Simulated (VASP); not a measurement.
# Ge2PdF6 (Fm-3m) in VASP: notebook

Ge2PdF6 is run at these levels: PBE; tasks: single point, relaxation of cell and atoms.

Program: VASP 6.6.1. These are calculated values, not measurements. Logs are shortened: lines on timing, memory, paths and dates and some standing lists are left out, and cuts for length are marked.

**1. The cell of the first run**

Symmetry: Fm-3m, No. 225, cubic system. The conventional cell has a = 7.384 Å, b = 7.384 Å, c = 7.384 Å, α = 90.00°, β = 90.00°, γ = 90.00°. Ge (site symmetry -43m) has 6 F at 1.85 Å within 2.4 Å. Pd (site symmetry m-3m) has 12 F at 2.61 Å and 8 Ge at 3.20 Å within 3.4 Å. Within 2.4 Å of F (site symmetry mmm) lie 2 Ge at 1.85 Å.

**2. Single point, PBE (atoms taken out)**

Input file INCAR:

```
PREC     = Accurate       # precision mode
ENCUT    = 520            # plane-wave cutoff, eV
EDIFF    = 1E-6           # SCF threshold, eV
ISMEAR   = 0              # smearing method
SIGMA    = 0.1            # smearing width, eV
LREAL    = False          # projectors in reciprocal space
LASPH    = True           # aspherical terms in the spheres
NELM     = 80             # most SCF steps
ALGO     = Normal         # electronic algorithm
ISIF     = 2              # what is computed and relaxed
LWAVE    = False          # write WAVECAR
LCHARG   = False          # write CHGCAR
GGA      = PE             # functional
NBANDS   = 50             # bands
```

Input file KPOINTS:

```
Automatic mesh
0
Gamma
  4 4 4
```

Input file POSCAR:

```
Ge2PdF6
1.0
    0.0000000000      3.6922411500      3.6922411500
    3.6922411500      0.0000000000      3.6922411500
    3.6922411500      3.6922411500      0.0000000000
Ge Pd F
2 1 6
Direct
    0.7500000000      0.7500000000      0.7500000000
    0.2500000000      0.2500000000      0.2500000000
    0.0000000000      0.0000000000      0.0000000000
    0.5000000000      0.0000000000      0.0000000000
    0.0000000000      0.5000000000      0.5000000000
    0.0000000000      0.5000000000      0.0000000000
    0.5000000000      0.0000000000      0.5000000000
    0.0000000000      0.0000000000      0.5000000000
    0.5000000000      0.5000000000      0.0000000000
```

Potentials or basis: VASP PAW PBE potentials, release 64 (Ge_d, Pd, F).

Launch:

```console
$ cat potpaw_PBE.64/Ge_d/POTCAR potpaw_PBE.64/Pd/POTCAR potpaw_PBE.64/F/POTCAR > POTCAR
$ mpirun -np 1 vasp_std > vasp.out
```

OUTCAR:

```text
PREC = Accurate
   ENCUT = 520
   EDIFF = 1E-6
   ISMEAR = 0
   LREAL = False
   LASPH = True
   NELM = 80
   ISIF = 2
   GGA = PE

 ion  position               nearest neighbor table
   1  0.750  0.750  0.750-   4 1.85   5 1.85   6 1.85   7 1.85   8 1.85   9 1.85
   2  0.250  0.250  0.250-   4 1.85   5 1.85   6 1.85   7 1.85   8 1.85   9 1.85
   3  0.000  0.000  0.000-   4 2.61   6 2.61   8 2.61   5 2.61   7 2.61   8 2.61   5 2.61   6 2.61
                             9 2.61   4 2.61   7 2.61   9 2.61
   4  0.500  0.000  0.000-   1 1.85   2 1.85   3 2.61   3 2.61
   5  0.000  0.500  0.500-   1 1.85   2 1.85   3 2.61   3 2.61
   6  0.000  0.500  0.000-   1 1.85   2 1.85   3 2.61   3 2.61
   7  0.500  0.000  0.500-   1 1.85   2 1.85   3 2.61   3 2.61
   8  0.000  0.000  0.500-   1 1.85   2 1.85   3 2.61   3 2.61
   9  0.500  0.500  0.000-   1 1.85   2 1.85   3 2.61   3 2.61

  LATTYP: Found a face centered cubic cell.
 ALAT       =     7.3844823000

  Lattice vectors:

 A1 = (   0.0000000000,   3.6922411500,   3.6922411500)
 A2 = (   3.6922411500,   0.0000000000,   3.6922411500)
 A3 = (   3.6922411500,   3.6922411500,   0.0000000000)

Analysis of symmetry for initial positions (statically):
=====================================================================
 Subroutine PRICEL returns:
 Original cell was already a primitive cell.

 Routine SETGRP: Setting up the symmetry group for a
 face centered cubic supercell.

 Subroutine GETGRP returns: Found 48 space group operations
 (whereof 48 operations were pure point group operations)
 out of a pool of 48 trial point group operations.

The static configuration has the point symmetry O_h .

Analysis of symmetry for dynamics (positions and initial velocities):
=====================================================================
 Subroutine PRICEL returns:
 Original cell was already a primitive cell.

 Routine SETGRP: Setting up the symmetry group for a
 face centered cubic supercell.

 Subroutine GETGRP returns: Found 48 space group operations
 (whereof 48 operations were pure point group operations)
 out of a pool of 48 trial point group operations.

The dynamic configuration has the point symmetry O_h .

 Subroutine INISYM returns: Found 48 space group operations
 (whereof 48 operations are pure point group operations),
 and found     1 'primitive' translations

----------------------------------------------------------------------------------------

                                     Primitive cell

  volume of cell :     100.6700

  direct lattice vectors                    reciprocal lattice vectors
     0.000000000  3.692241150  3.692241150    -0.135419107  0.135419107  0.135419107
     3.692241150  0.000000000  3.692241150     0.135419107 -0.135419107  0.135419107
     3.692241150  3.692241150  0.000000000     0.135419107  0.135419107 -0.135419107

  length of vectors
     5.221617510  5.221617510  5.221617510     0.234552774  0.234552774  0.234552774

  position of ions in fractional coordinates (direct lattice)
     0.750000000  0.750000000  0.750000000
     0.250000000  0.250000000  0.250000000
     0.000000000  0.000000000  0.000000000
     0.500000000  0.000000000  0.000000000
     0.000000000  0.500000000  0.500000000
     0.000000000  0.500000000  0.000000000
     0.500000000  0.000000000  0.500000000
     0.000000000  0.000000000  0.500000000
     0.500000000  0.500000000  0.000000000

  ion indices of the primitive-cell ions
   primitive index   ion index
                 1           1
                 2           2
                 3           3
                 4           4
                 5           5
                 6           6
                 7           7
                 8           8
                 9           9

----------------------------------------------------------------------------------------

 KPOINTS: Automatic mesh

Automatic generation of k-mesh.
 Grid dimensions read from file:
 generate k-points for:    4    4    4

 Generating k-lattice:

  Cartesian coordinates                     Fractional coordinates (reciprocal lattice)
    -0.033854777  0.033854777  0.033854777     0.250000000  0.000000000  0.000000000
     0.033854777 -0.033854777  0.033854777     0.000000000  0.250000000  0.000000000
     0.033854777  0.033854777 -0.033854777     0.000000000  0.000000000  0.250000000

  Length of vectors
     0.058638193  0.058638193  0.058638193

  Shift w.r.t. Gamma in fractional coordinates (k-lattice)
     0.000000000  0.000000000  0.000000000

 Subroutine IBZKPT returns following result:
 ===========================================

 Found      8 irreducible k-points:

 Following reciprocal coordinates:
            Coordinates               Weight
  0.000000  0.000000  0.000000      1.000000
  0.250000  0.000000  0.000000      8.000000
  0.500000  0.000000  0.000000      4.000000
  0.250000  0.250000  0.000000      6.000000
[... 34 lines left out ...]
   NUPDOWN=      -1.0000    fix difference up-down
   EMIN   =  10.00;   EMAX   =-10.00  energy-range for DOS
   EFERMI =   0.00;   METHOD = LEGACY
   ISMEAR =     0;   SIGMA  =   0.10  broadening in eV -4-tet -1-fermi 0-gaus
   EFERMI_NEDOS =   21; number of points for ismear=-14 and -15
   IALGO  =     38    algorithm
   IMIX   =      4    mixing-type and parameters
     AMIX     =   0.40;   BMIX     =  1.00
     AMIX_MAG =   1.60;   BMIX_MAG =  1.00
  volume/ion in A,a.u.               =      11.19        75.48
  Fermi-wavevector in a.u.,A,eV,Ry     =   1.516369  2.865521 31.284877  2.299374
  Thomas-Fermi vector in A             =   2.625768
   LORBIT       =      0    0 simple, 1 ext, 2 COOP (PROOUT), +10 PAW based schemes
   GGA     = PE    functional components
   LHFCALC =     F    Hartree Fock is set to
   AEXX    =    0.0000 exact exchange contribution
   IVDW    =     0    specifies the selected vdW correction
   LEPSILON=     F    determine dielectric tensor
   LRPA    =     F    only Hartree local field effects (RPA)
 non-spin polarized calculation
 Gauss-broadening in eV      SIGMA  =   0.10
  energy-cutoff  :      520.00
  volume of cell :      100.67
 maximum number of plane-waves:      2733
 NGX is ok and might be reduce to    40
   NGX = 19   NGY = 19   NGZ = 19

 number of electron      79.9999994 magnetization

 Free energy of the ion-electron system (eV)
  ---------------------------------------------------
  ext. energy  EPLUGINS =         0.00000000
  ---------------------------------------------------
  free energy    TOTEN  =       -34.73035126 eV

  energy without entropy =      -34.72372608  energy(sigma->0) =      -34.72703867

 E-fermi :   7.1259     XC(G=0): -10.8815

 val. band max:        6.6967318888   @ k =   0.5000   0.5000   0.0000
 cond. band min:       7.1942759214   @ k =  -0.2500   0.5000   0.2500
 fundamental gap:      0.4975440326
 Fermi energy:         7.1258689856

 k-point     1 :       0.0000    0.0000    0.0000
  band No.  band energies     occupation
      1     -21.8083      2.00000
      2     -21.7369      2.00000
      3     -21.7369      2.00000
      4     -20.5844      2.00000
      5     -20.5844      2.00000
      6     -20.5844      2.00000
[... 42 lines left out ...]
     49      15.4637      0.00000
     50      16.4047      0.00000

 k-point     2 :       0.2500    0.0000    0.0000
  band No.  band energies     occupation
      1     -21.6570      2.00000
      2     -21.6570      2.00000
      3     -21.6498      2.00000
      4     -21.0182      2.00000
      5     -21.0182      2.00000
      6     -20.7889      2.00000
[... 42 lines left out ...]
     49      15.6654      0.00000
     50      16.0857      0.00000

 k-point     3 :       0.5000    0.0000    0.0000
  band No.  band energies     occupation
      1     -21.4175      2.00000
      2     -21.4175      2.00000
      3     -21.4157      2.00000
      4     -21.4157      2.00000
      5     -21.2461      2.00000
      6     -21.2371      2.00000
[... 254 lines left out ...]
     49      15.8448      0.00000
     50      15.9337      0.00000

 k-point     8 :      -0.2500    0.5000    0.2500
  band No.  band energies     occupation
      1     -21.7370      2.00000
      2     -21.7370      2.00000
      3     -21.3693      2.00000
      4     -21.3693      2.00000
      5     -20.6171      2.00000
      6     -20.6128      2.00000
[... 42 lines left out ...]
     49      15.3193      0.00000
     50      15.3586      0.00000

------------------------ aborting loop because EDIFF is reached ----------------------------------------

  FORCE on cell =-STRESS in cart. coord.  units (eV):
  Direction    XX          YY          ZZ          XY          YZ          ZX
  --------------------------------------------------------------------------------------
  -------------------------------------------------------------------------------------
  Total       30.3076852     30.3076852     30.3076852     -0.0000000     -0.0000000     -0.0000000
  in kB      482.3509962    482.3509962    482.3509962     -0.0000000     -0.0000000     -0.0000000
  external PRESSURE =     482.3509962 kB  Pullay stress =       0.0000000 kB

 VOLUME and BASIS-vectors are now :
 -----------------------------------------------------------------------------
  energy-cutoff  :      520.00
  volume of cell :      100.67
      direct lattice vectors                 reciprocal lattice vectors
     0.000000000  3.692241150  3.692241150    -0.135419107  0.135419107  0.135419107
     3.692241150  0.000000000  3.692241150     0.135419107 -0.135419107  0.135419107
     3.692241150  3.692241150  0.000000000     0.135419107  0.135419107 -0.135419107

 POSITION                                       TOTAL-FORCE (eV/Angst)
 -----------------------------------------------------------------------------------
      5.53836      5.53836      5.53836         0.000000     -0.000000     -0.000000
      1.84612      1.84612      1.84612         0.000000      0.000000      0.000000
      0.00000      0.00000      0.00000        -0.000000     -0.000000     -0.000000
      0.00000      1.84612      1.84612        -0.000000     -0.000000     -0.000000
      3.69224      1.84612      1.84612        -0.000000     -0.000000     -0.000000
      1.84612      0.00000      1.84612        -0.000000     -0.000000     -0.000000
      1.84612      3.69224      1.84612        -0.000000     -0.000000     -0.000000
      1.84612      1.84612      0.00000        -0.000000     -0.000000     -0.000000
      1.84612      1.84612      3.69224        -0.000000     -0.000000     -0.000000
 -----------------------------------------------------------------------------------
    total drift:                               -0.000000     -0.000000      0.000000

  FREE ENERGIE OF THE ION-ELECTRON SYSTEM (eV)
  ---------------------------------------------------
  free  energy   TOTEN  =       -34.7303512560 eV

  energy  without entropy=      -34.7237260823  energy(sigma->0) =      -34.72703867
```

Wall time 51 s (1 thread of Intel Xeon Platinum 8259CL at 2.50GHz (Skylake/Cascade Lake), shared host); peak memory 0.25 GiB.

Results:

```yaml
Free_energy: -34.7304 eV
Pressure: 48.2 GPa
Band_gap_on_the_k_mesh: zero (bands 40 and 41 overlap by 0.51 eV)
```

Levels at points of the mesh, in eV from the Fermi level:
```csv
k point,band 38,band 39,band 40,band 41,band 42,band 43
"(0.00, 0.00, 0.00)",-1.25,-1.10,-1.10,0.98,3.91,3.91
"(0.50, 0.00, 0.00)",-0.88,-0.55,-0.55,-0.44,2.78,4.47
"(0.50, 0.50, 0.00)",-0.65,-0.43,-0.43,1.76,2.77,4.03
```

Caveat: the k points lie up to 0.37 Å⁻¹ apart, too coarse for converged energies and pressures of a metal; the cell differs from its parent crystal (atoms taken out).

**3. Single point, PBE (atoms taken out)**

Input file INCAR:

```
PREC = Accurate
ENCUT = 520
EDIFF = 1E-7
ISMEAR = 0
SIGMA = 0.1
LREAL = False
LASPH = True
NELM = 80
ALGO = Normal
ISIF = 2
LWAVE = False
LCHARG = False
GGA = PE
NBANDS = 50
```

Input file KPOINTS:

```
regular mesh
0
Gamma
  4 4 4
```

POSCAR: that of step 2 with these lines changed.

```diff
@@ -2,5 +2,5 @@
 1.0
-    0.0000000000      3.6922411500      3.6922411500
-    3.6922411500      0.0000000000      3.6922411500
-    3.6922411500      3.6922411500      0.0000000000
+    0.0000000000      4.1344678770      4.1344678770
+    4.1344678770      0.0000000000      4.1344678770
+    4.1344678770      4.1344678770      0.0000000000
 Ge Pd F
```

Potentials or basis: VASP PAW PBE potentials, release 64 (Ge_d, Pd, F).

Launch:

```console
$ cat potpaw_PBE.64/Ge_d/POTCAR potpaw_PBE.64/Pd/POTCAR potpaw_PBE.64/F/POTCAR > POTCAR
$ mpirun -np 1 vasp_std > vasp.out
```

Wall time 88 s (1 thread of Intel Xeon Platinum 8259CL at 2.50GHz (Skylake/Cascade Lake), shared host); peak memory 0.33 GiB.

The run converged. Its results:

* Free energy: -39.2936 eV
* Pressure: 0.0 GPa
* Band gap on the k mesh: zero (bands 40 and 41 overlap by 0.04 eV)

Levels at points of the mesh, in eV from the Fermi level:
| k point | band 37 | band 38 | band 39 | band 40 | band 41 | band 42 | band 43 | band 44 |
| --- | --- | --- | --- | --- | --- | --- | --- | --- |
| (0.00, 0.00, 0.00) | -0.42 | -0.42 | -0.31 | -0.31 | 2.18 | 2.35 | 4.12 | 4.12 |
| (0.50, 0.00, 0.00) | -0.31 | -0.31 | -0.17 | -0.07 | -0.07 | 3.12 | 5.56 | 5.84 |
| (0.50, 0.50, 0.00) | -0.21 | -0.11 | -0.03 | -0.03 | 0.79 | 3.08 | 4.23 | 4.23 |

Caveat: the cell differs from its parent crystal (atoms taken out).

**4. Relaxation of cell and atoms, PBE (atoms taken out)**

Input file INCAR:

```
PREC = Accurate ; ENCUT = 600
EDIFF = 1E-6 ; ISMEAR = 0
SIGMA = 0.1 ; LREAL = False
LASPH = True ; NELM = 60
ALGO = Normal ; ISIF = 3
LWAVE = False ; LCHARG = False
GGA = PE ; IBRION = 2
NSW = 90 ; EDIFFG = -0.04
```

KPOINTS is that of step 3.

POSCAR: that of step 3 with these lines changed.

```diff
@@ -2,5 +2,5 @@
 1.0
-    0.0000000000      4.1344678770      4.1344678770
-    4.1344678770      0.0000000000      4.1344678770
-    4.1344678770      4.1344678770      0.0000000000
+    0.0000000000      3.6922411500      3.6922411500
+    3.6922411500      0.0000000000      3.6922411500
+    3.6922411500      3.6922411500      0.0000000000
 Ge Pd F
```

Launch:

```console
$ cat potpaw_PBE.64/Ge_d/POTCAR potpaw_PBE.64/Pd/POTCAR potpaw_PBE.64/F/POTCAR > POTCAR
$ mpirun -np 1 vasp_std > vasp.out
```

Wall time 3.9 min (1 thread of Intel Xeon Platinum 8259CL at 2.50GHz (Skylake/Cascade Lake), shared host); peak memory 0.29 GiB.

It converged, with:

```yaml
Free_energy: -39.1879 eV
Relaxed_volume: 15.56 Å³/atom
Relaxed_cell: a = 5.829 Å, b = 5.829 Å, c = 5.829 Å, α = 60.00°, β = 60.00°, γ = 60.00°
Space_group_after_relaxing_to_0.1_Å: Fm-3m (No. 225)
Energy_gained_by_relaxing: 493.4 meV/atom
Ionic_steps: 4
Pressure_after_relaxing: 0.0 GPa
Band_gap_on_the_k_mesh: zero (bands 40 and 41 overlap by 0.04 eV)
```

Step by step:
```tsv
step	energy change (eV)	largest force (eV/Å)	pressure (GPa)	volume (Å³)
1	0.0000	0.0000	48.07	100.67
2	-3.9715	0.0000	-7.85	157.91
3	-4.4362	0.0000	0.82	138.52
4	-4.4403	0.0000	0.03	140.08
```

Final structure:
```
Ge Pd F
1.0
     0.00000    4.12208    4.12208
     4.12208    0.00000    4.12208
     4.12208    4.12208    0.00000
Ge Pd F
2 1 6
Cartesian
  6.1831 6.1831 6.1831
  2.0610 2.0610 2.0610
  0.0000 0.0000 0.0000
  0.0000 2.0610 2.0610
  4.1221 2.0610 2.0610
  2.0610 0.0000 2.0610
  2.0610 4.1221 2.0610
  2.0610 2.0610 0.0000
  2.0610 2.0610 4.1221
```

Levels at points of the mesh, in eV from the Fermi level:
```tsv
k point	band 37	band 38	band 39	band 40	band 41	band 42	band 43	band 44
(0.00, 0.00, 0.00)	-0.43	-0.43	-0.32	-0.32	2.16	2.39	4.12	4.12
(0.50, 0.00, 0.00)	-0.31	-0.31	-0.17	-0.08	-0.08	3.12	5.55	5.84
(0.50, 0.50, 0.00)	-0.22	-0.11	-0.03	-0.03	0.80	3.08	4.22	4.22
```

Caveat: the k points lie up to 0.33 Å⁻¹ apart in the final cell; the cell differs from its parent crystal (atoms taken out); the volume moved by over 15 % at a fixed basis, so the end points are rough.

**5. Single point, PBE, collinear spin (atoms taken out)**

Input file INCAR:

```
SYSTEM = Ge2PdF6
  PREC = Accurate
  ENCUT = 520
  EDIFF = 1E-6
  ISMEAR = 0
  SIGMA = 0.1
  LREAL = .False.
  LASPH = .True.
  NELM = 150
  ALGO = Normal
  ISIF = 2
  LWAVE = .False.
  LCHARG = .False.
  ISPIN = 2
  MAGMOM = 0 0 1 0 0 0 0 0 0
  LORBIT = 11
  LMAXMIX = 4
  GGA = PE
  NBANDS = 54
```

Input file KPOINTS:

```
Automatic mesh
0
Gamma
  4 4 4
  0 0 0
```

POSCAR is that of step 4.

Launch:

```console
$ cat potpaw_PBE.64/Ge_d/POTCAR potpaw_PBE.64/Pd/POTCAR potpaw_PBE.64/F/POTCAR > POTCAR
$ mpirun -np 1 vasp_std > vasp.out
```

Run time: 2 min. Hardware: 1 thread of Intel Xeon Platinum 8259CL at 2.50GHz (Skylake/Cascade Lake), shared host; peak memory 0.31 GiB.

Results (log left out):

| Property | Result |
| --- | --- |
| Free energy | -34.7304 eV |
| Pressure | 48.3 GPa |
| Band gap on the k mesh | zero (filled and empty bands overlap) |
| Net moment | 0.00 μB per cell |
| Valence electrons inside the program's atomic spheres | Ge 12.51; Pd 9.44; F 6.16 |

Levels at points of the mesh, in eV from the Fermi level:
Spin up:
| k point | band 37 | band 38 | band 39 | band 40 | band 41 | band 42 | band 43 | band 44 |
| --- | --- | --- | --- | --- | --- | --- | --- | --- |
| (0.00, 0.00, 0.00) | -1.25 | -1.25 | -1.10 | -1.10 | 0.98 | 3.91 | 3.91 | 3.91 |
| (0.50, 0.00, 0.00) | -1.04 | -0.88 | -0.55 | -0.55 | -0.44 | 2.78 | 4.47 | 5.99 |
| (0.50, 0.50, 0.00) | -0.85 | -0.65 | -0.43 | -0.43 | 1.76 | 2.77 | 4.03 | 4.03 |
Spin down:
```csv
k point,band 37,band 38,band 39,band 40,band 41,band 42,band 43,band 44
"(0.00, 0.00, 0.00)",-1.25,-1.25,-1.10,-1.10,0.98,3.91,3.91,3.91
"(0.50, 0.00, 0.00)",-1.04,-0.88,-0.55,-0.55,-0.44,2.78,4.47,5.99
"(0.50, 0.50, 0.00)",-0.85,-0.65,-0.43,-0.43,1.76,2.77,4.03,4.03
```

Caveat: the k points lie up to 0.37 Å⁻¹ apart, too coarse for converged energies and pressures of a metal; the cell differs from its parent crystal (atoms taken out).

**6. Overview**

| task | spin | cell | cutoff (eV) | gap on the mesh (eV) | pressure (GPa) |
| --- | --- | --- | --- | --- | --- |
| single point | off | a = 5.222 Å, angles 60.0°, 9 atoms | 520 | none | 48.2 |
| single point | off | a = 5.847 Å, angles 60.0°, 9 atoms | 520 | none | 0.0 |
| relaxation of cell and atoms | off | relaxed from a = 5.222 Å, angles 60.0°, 9 atoms | 600 | none | 0.0 |
| single point | collinear | a = 5.222 Å, angles 60.0°, 9 atoms | 520 | none | 48.3 |

Alike in all rows: level PBE; potentials or basis VASP PAW PBE potentials, release 64 (Ge_d, Pd, F); k mesh 4 × 4 × 4; smearing gaussian 0.1 eV.

Caveats: some runs use coarse meshes; the volume moved by over 15 % at a fixed basis, so the end points are rough (at least some runs).

Absolute energies hang on the potentials; compare differences alone.
